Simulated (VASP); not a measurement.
# Cd4S3: relaxation of cell and atoms with PBE

Crystal: Cd4S3.

```
Cd S
1.0
     5.60000    0.00000    0.00000
     0.00000    5.60000    0.00000
     0.00000    0.00000    5.60000
Cd S
4 3
Direct
  0.77000 0.77000 0.23000
  0.77000 0.23000 0.77000
  0.23000 0.77000 0.77000
  0.23000 0.23000 0.23000
  0.50000 0.00000 0.50000
  0.00000 0.50000 0.50000
  0.50000 0.50000 0.00000
```

```yaml
Program: VASP 6.6.1
Task: relaxation of cell and atoms
Functional: PBE
Potentials_or_basis: VASP PAW PBE potentials, release 64 (Cd, S)
Cutoff: 600 eV
k_mesh: 3 × 3 × 3
Occupations: gaussian, width 0.2 eV
Spin: no spin polarisation
Dipole_correction: no
Further_INCAR_settings: ALGO = Normal; EDIFF = 1e-07; IBRION = 2; EDIFFG = -0.08; NSW = 36; ISIF = 3
```

```
Relaxed volume                         : 24.96 Å³/atom
Relaxed cell                           : a = 5.591 Å, b = 5.591 Å, c = 5.591 Å, α = 90.00°, β = 90.00°, γ = 90.00°
Space group after relaxing (to 0.05 Å) : P-43m (No. 215)
Energy gained by relaxing              : 38.5 meV/atom
Ionic steps                            : 6
Pressure after relaxing                : 0.1 GPa
Largest force after relaxing           : 0.016 eV/Å
Band gap on the k mesh                 : 1.66 eV, indirect (least direct gap 1.96 eV)
```

Forces on the atoms (eV/Å):
```
Cd   0.009  0.009 -0.009
Cd   0.009 -0.009  0.009
Cd  -0.009  0.009  0.009
Cd  -0.009 -0.009 -0.009
S    0.000  0.000  0.000
S    0.000  0.000  0.000
S    0.000  0.000  0.000
```

Step by step:
| step | energy change (eV) | largest force (eV/Å) | pressure (GPa) | volume (Å³) |
| --- | --- | --- | --- | --- |
| 1 | 0.0000 | 0.7717 | 3.50 | 175.62 |
| 2 | -0.1487 | 0.1574 | -1.31 | 189.91 |
| 3 | -0.1591 | 0.2748 | -0.45 | 186.80 |
| 4 | -0.1777 | 0.2556 | -0.42 | 185.57 |
| 5 | -0.2250 | 0.1929 | -0.30 | 181.92 |
| 6 | -0.2696 | 0.0159 | 0.06 | 174.75 |

Final structure:
```
CELL_PARAMETERS angstrom
5.59082 0.00000 0.00000
0.00000 5.59082 0.00000
0.00000 0.00000 5.59082
ATOMIC_POSITIONS crystal
Cd 0.78774 0.78774 0.21226
Cd 0.78774 0.21226 0.78774
Cd 0.21226 0.78774 0.78774
Cd 0.21226 0.21226 0.21226
S 0.50000 0.00000 0.50000
S 0.00000 0.50000 0.50000
S 0.50000 0.50000 0.00000
```

Levels at points of the mesh, in eV from the valence-band top:
```tsv
k point	band 31	band 32	band 33	band 34	band 35	band 36
(0.00, 0.00, 0.00)	-0.44	-0.44	-0.44	3.10	3.10	3.97
```

Wall time 2 min on 1 thread of Intel(R) Xeon(R) 6975P-C (Granite Rapids), with other jobs on the host, peak memory 0.34 GiB.

Caveat: the relaxation stopped at a loose force limit of 0.08 eV/Å, so its end isn't a converged minimum. As with any semilocal functional, this PBE gap is likely too small.
